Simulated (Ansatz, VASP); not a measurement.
**One calculation of AlNi3, two programs**

POSCAR

```
AlNi3
1.0
    0.0000000000      2.8018887551      2.8018887551
    2.8018887551      0.0000000000      2.8018887551
    2.8018887551      2.8018887551      0.0000000000
Al Ni
1 3
Direct
    0.5000000000      0.5000000000      0.5000000000
    0.2500000000      0.2500000000      0.2500000000
    0.0000000000      0.0000000000      0.0000000000
    0.7500000000      0.7500000000      0.7500000000
```

The input INCAR.step1:

```
SYSTEM = AlNi3
PREC = Accurate
ENCUT = 520
ISMEAR = 0
SIGMA = 0.1
LREAL = .FALSE.
LASPH = .TRUE.
NELM = 100
NBANDS = 24
GGA = PE
ALGO = Normal
EDIFF = 1E-4
LWAVE = .TRUE.
LCHARG = .FALSE.
```

Contents of INCAR.step2:

```
SYSTEM = AlNi3
PREC = Accurate
ENCUT = 520
EDIFF = 1E-6
ISMEAR = 0
SIGMA = 0.1
LREAL = .FALSE.
LASPH = .TRUE.
NELM = 100
ALGO = Normal
ISIF = 2
LWAVE = .FALSE.
LCHARG = .FALSE.
METAGGA = R2SCAN
LMIXTAU = .TRUE.
NBANDS = 24
ISTART = 1
```

File KPOINTS:

```
Automatic mesh
0
G
  4 4 4
  0 0 0
```

Input for Ansatz:

```yaml
crystal:
  lattice:
    - [0.0, 2.8018887551, 2.8018887551]
    - [2.8018887551, 0.0, 2.8018887551]
    - [2.8018887551, 2.8018887551, 0.0]
  atoms:
    - { symbol: Al, position: [0.5, 0.5, 0.5] }
    - { symbol: Ni, position: [0.25, 0.25, 0.25] }
    - { symbol: Ni, position: [0.0, 0.0, 0.0] }
    - { symbol: Ni, position: [0.75, 0.75, 0.75] }
basis:
  ecutwfc: 500
kpoints:
  mp_grid: { grid: [4, 4, 4] }
hamiltonian:
  xc: r2scan
scf:
  occupations: { method: gaussian, width: 0.1 }
output:
  forces: true
  stress: true
  eigenvalues: true
```

Alike in both runs: task single point; functional r2SCAN; k mesh 4 × 4 × 4; occupations gaussian, width 0.1 eV; no spin polarisation.

|  | VASP | Ansatz |
| --- | --- | --- |
| version | VASP 6.6.1 | Ansatz 0.2.0 |
| potentials or method | VASP PAW PBE potentials, release 64 (Al, Ni), cutoff 520 eV | scalar-relativistic, plane waves, PAW |
| valence electrons in the cell | 33 | 57 |

```tsv
	VASP	Ansatz	Ansatz less VASP
gap on the k mesh at the Fermi level (eV)	none	none	-
pressure (GPa)	0.0	0.0	-0.06
```

VASP's potentials were made for PBE, not for r2SCAN. A gap of «none» marks a metal or a gap that the smearing closes. The functional is the same, so the differences come from potentials, cutoffs and numerics. VASP's potentials hold 33 valence electrons a cell and Ansatz's 57, so a difference there can come from the potentials and not from the codes.

The k mesh is coarse, so the values compare programs but aren't converged.
